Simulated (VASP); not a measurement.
# Sc: single point with PBEsol

The system is Sc.

```xyz
4
Lattice="0.0000 4.6537 4.6537 4.6537 0.0000 4.6537 2.3268 2.3268 0.0000" Properties=species:S:1:pos:R:3 pbc="T T T"
Sc   -0.0322    0.0223   -0.0326
Sc    2.3477    0.0015    2.3236
Sc   -0.0139    2.3215    2.3434
Sc    2.3520    2.3084    4.6729
```

```json
{
 "Program": "VASP 6.6.1",
 "Task": "single point",
 "Functional": "PBEsol",
 "Potentials or basis": "VASP PAW PBE potentials, release 64 (Sc_sv)",
 "Cutoff": "520 eV",
 "k mesh": "4 × 4 × 7",
 "Occupations": "fermi-dirac, width 0.08 eV",
 "Spin": "no spin polarisation"
}
```

- Pressure: -3.0 GPa
- Largest force: 0.196 eV/Å
- Band gap on the k mesh: zero (band 22 reaches 3.81 eV, above the bottom of band 23 at 3.14 eV)

Forces in eV/Å, atoms in the order of the input:
```
Sc   0.118 -0.094  0.125
Sc  -0.099  0.049 -0.060
Sc   0.057 -0.026 -0.009
Sc  -0.076  0.071 -0.056
```

Stress tensor (GPa, compression positive):
```
-3.01 -0.07  0.01
-0.07 -3.03 -0.01
 0.01 -0.01 -3.10
```

Levels at points of the mesh, in eV from the Fermi level:
```tsv
k point	band 20	band 21	band 22	band 23	band 24	band 25
(0.00, 0.00, 0.00)	-1.48	-0.60	0.20	0.20	1.43	1.44
(0.50, 0.00, 0.00)	-1.19	-0.31	-0.22	0.72	0.72	0.79
(0.00, 0.50, 0.00)	-1.20	-0.27	-0.26	0.62	0.78	0.83
(0.50, 0.50, 0.00)	-1.82	0.27	0.30	0.36	0.39	0.70
```

Run time: 3.3 min on 1 thread of Intel(R) Xeon(R) Platinum 8175M CPU @ 2.50GHz (Skylake/Cascade Lake) (shared host), peak memory 0.3 GiB.

Caveat: the PAW data sets were made with another functional, which shifts forces and pressure a little.
